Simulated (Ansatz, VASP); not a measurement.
**One calculation of BiTe, two programs**

The input POSCAR:

```
BiTe
1.0
    0.0121312500      3.2350000000      3.2350000000
    3.2350000000      0.0121312500      3.2350000000
    3.2471312500      3.2471312500      0.0000000000
Bi Te
1 1
Direct
    0.0000000000      0.0000000000      0.0000000000
    0.5000000000      0.5000000000      0.5000000000
```

Contents of INCAR.step1:

```
ALGO     = Normal         # electronic algorithm
EDIFF    = 1E-4           # SCF threshold, eV
ENCUT    = 520            # plane-wave cutoff, eV
GGA      = PE             # functional
ISMEAR   = 0              # smearing method
LASPH    = True           # aspherical terms in the spheres
LCHARG   = False          # write CHGCAR
LREAL    = False          # projectors in reciprocal space
LWAVE    = True           # write WAVECAR
NBANDS   = 18             # bands
NELM     = 100            # most SCF steps
PREC     = Accurate       # precision mode
SIGMA    = 0.15           # smearing width, eV
```

The input INCAR.step2:

```
ALGO     = Normal         # electronic algorithm
EDIFF    = 1E-6           # SCF threshold, eV
ENCUT    = 520            # plane-wave cutoff, eV
ISIF     = 2              # what is computed and relaxed
ISMEAR   = 0              # smearing method
ISTART   = 1            
LASPH    = True           # aspherical terms in the spheres
LCHARG   = False          # write CHGCAR
LMIXTAU  = True         
LREAL    = False          # projectors in reciprocal space
LWAVE    = False          # write WAVECAR
METAGGA  = R2SCAN         # meta-GGA
NBANDS   = 18             # bands
NELM     = 100            # most SCF steps
PREC     = Accurate       # precision mode
SIGMA    = 0.15           # smearing width, eV
```

File KPOINTS:

```
k-points
0
Gamma
  14 14 14
```

Input for Ansatz:

```yaml
crystal:
  lattice:
    - [0.01213125, 3.235, 3.235]
    - [3.235, 0.01213125, 3.235]
    - [3.24713125, 3.24713125, 0.0]
  atoms:
    - { symbol: Bi, position: [0.0, 0.0, 0.0] }
    - { symbol: Te, position: [0.5, 0.5, 0.5] }
basis:
  ecutwfc: 500
kpoints:
  mp_grid: { grid: [14, 14, 14] }
hamiltonian:
  xc: r2scan
scf:
  occupations: { method: gaussian, width: 0.15 }
output:
  forces: true
  stress: true
  eigenvalues: true
```

Change from the starting cell: strain +0.0075 x Voigt [0, 0, 0, 0, 0, 1], atoms carried along.

Alike in both runs: task single point; functional r2SCAN; k mesh 14 × 14 × 14; occupations gaussian, width 0.15 eV; no spin polarisation.

|  | VASP | Ansatz |
| --- | --- | --- |
| version | VASP 6.6.1 | Ansatz 0.2.0 |
| potentials or method | VASP PAW PBE potentials, release 64 (Bi_d, Te), cutoff 520 eV | scalar-relativistic, plane waves, PAW |
| valence electrons in the cell | 21 | 31 |

|  | VASP | Ansatz | Ansatz less VASP |
| --- | --- | --- | --- |
| gap on the k mesh at the Fermi level (eV) | none | none | - |
| pressure (GPa) | 0.0 | 0.0 | +0.03 |

VASP's potentials were made for PBE, not for r2SCAN. A gap of «none» marks a metal or a gap that the smearing closes. VASP's potentials hold 21 valence electrons a cell and Ansatz's 31, so a difference there can come from the potentials and not from the codes.

Neither program's run includes spin-orbit coupling.
